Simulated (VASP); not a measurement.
Wanted: the native input for a VASP 6.6.1 run.

| Quantity | Value |
| --- | --- |
| Task | single point |
| Functional | PBEsol |
| Potentials or basis | VASP PAW PBE potentials, release 64 (Ag) |
| Cutoff | 520 eV |
| k mesh | 20 × 20 × 20 |
| Occupations | gaussian, width 0.15 eV |
| Spin | no spin polarisation |
| Dipole correction | no |
| Further INCAR settings | ALGO = Fast; EDIFF = 1e-06; NBANDS = 12 |

The structure of Ag lies in POSCAR:

```
Ag
1.0
    0.0000000000      1.9613760000      2.0431000000
    1.9613760000      0.0000000000      2.0431000000
    1.9613760000      1.9613760000      0.0000000000
Ag
1
Direct
    0.0000000000      0.0000000000      0.0000000000
```

This cell differs from its parent crystal: strain -0.040 along x and y, +0.000 along z.

One way to write it, as run:

INCAR

```
PREC     = Accurate       # precision mode
ENCUT    = 520            # plane-wave cutoff, eV
EDIFF    = 1E-6           # SCF threshold, eV
ISMEAR   = 0              # smearing method
SIGMA    = 0.15           # smearing width, eV
LREAL    = False          # projectors in reciprocal space
LASPH    = True           # aspherical terms in the spheres
NELM     = 100            # most SCF steps
ALGO     = Fast           # electronic algorithm
ISIF     = 2              # what is computed and relaxed
LWAVE    = False          # write WAVECAR
LCHARG   = False          # write CHGCAR
GGA      = PS             # functional
NBANDS   = 12             # bands
```

KPOINTS

```
Automatic mesh
0
Gamma
  20 20 20
```

Potentials or basis: VASP PAW PBE potentials, release 64 (Ag).

Run with:

```console
$ cat potpaw_PBE.64/Ag/POTCAR > POTCAR
$ mpirun -np 1 vasp_std > vasp.out
```

Results of the run:

```yaml
Pressure: 8.1 GPa
Band_gap_on_the_k_mesh: zero (an odd number of electrons rules out a gap without spin polarisation)
```

Caveat: the cell differs from its parent crystal (strain -0.040 along x and y, +0.000 along z); the cell stands under pressure; the PAW data sets were made with another functional, which shifts forces and pressure a little.

Wall time 33 s on 1 thread of Intel(R) Xeon(R) 6975P-C (Granite Rapids), on a shared host, peak memory 0.23 GiB.
